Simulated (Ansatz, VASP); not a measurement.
**GaP in VASP and in Ansatz**

Contents of INCAR:

```
SYSTEM = GaP
PREC     = Accurate       ! precision mode
ENCUT    = 520            ! plane-wave cutoff, eV
EDIFF    = 1E-6           ! SCF threshold, eV
ISMEAR   = -1             ! smearing method
SIGMA    = 0.05           ! smearing width, eV
LREAL    = .FALSE.        ! projectors in reciprocal space
LASPH    = .TRUE.         ! aspherical terms in the spheres
NELM     = 60             ! most SCF steps
ALGO     = Normal         ! electronic algorithm
ISIF     = 2              ! what is computed and relaxed
LWAVE    = .FALSE.        ! write WAVECAR
LCHARG   = .TRUE.         ! write CHGCAR
GGA      = PS             ! functional
LELF     = .TRUE.         ! ELF
LVHAR    = .TRUE.       
NBANDS   = 16             ! bands
```

KPOINTS

```
regular mesh
0
G
  10 10 10
  0 0 0
```

POSCAR

```
GaP
1.0
    0.0000000000      2.7252500000      2.7252500000
    2.7252500000      0.0000000000      2.7252500000
    2.7252500000      2.7252500000      0.0000000000
Ga P
1 1
Direct
    0.0000000000      0.0000000000      0.0000000000
    0.7500000000      0.7500000000      0.7500000000
```

Input for Ansatz:

```yaml
crystal:
  lattice:
    - [0.0, 2.72525, 2.72525]
    - [2.72525, 0.0, 2.72525]
    - [2.72525, 2.72525, 0.0]
  atoms:
    - { symbol: Ga, position: [0.0, 0.0, 0.0] }
    - { symbol: P, position: [0.75, 0.75, 0.75] }
kpoints:
  mp_grid: { grid: [10, 10, 10] }
  band_path:
    path:
      - [0.0, 0.0, 0.0]
      - [-0.5, -0.5, 0.0]
      - [-0.375, -0.375, 0.25]
      - [-0.375, 0.0, 0.375]
      - [0.0, 0.0, 0.0]
      - [0.0, 0.0, 0.5]
      - [-0.5, -0.25, 0.25]
      - [-0.5, -0.5, 0.0]
    npoints: 5
scf:
  occupations: { method: fermi_dirac, width: 0.05 }
hamiltonian:
  xc: pbesol
  pseudopotentials: { kind: all_electron, lapw: { basis_error: 0.0005 } }
output:
  forces: true
  stress: true
  eigenvalues: true
```

Alike in both runs: task single point; functional PBEsol; k mesh 10 × 10 × 10; occupations fermi-dirac, width 0.05 eV; no spin polarisation.

|  | VASP | Ansatz |
| --- | --- | --- |
| version | VASP 6.6.1 | Ansatz 0.2.0 |
| potentials or method | VASP PAW PBE potentials, release 64 (Ga_d, P), cutoff 520 eV | all-electron LAPW, scalar-relativistic |

|  | VASP | Ansatz | Ansatz less VASP |
| --- | --- | --- | --- |
| pressure (GPa) | -0.6 | -0.6 | +0.07 |

VASP's potentials were made for PBE, not for PBEsol. Ansatz ran all-electron here, and VASP with PAW potentials.
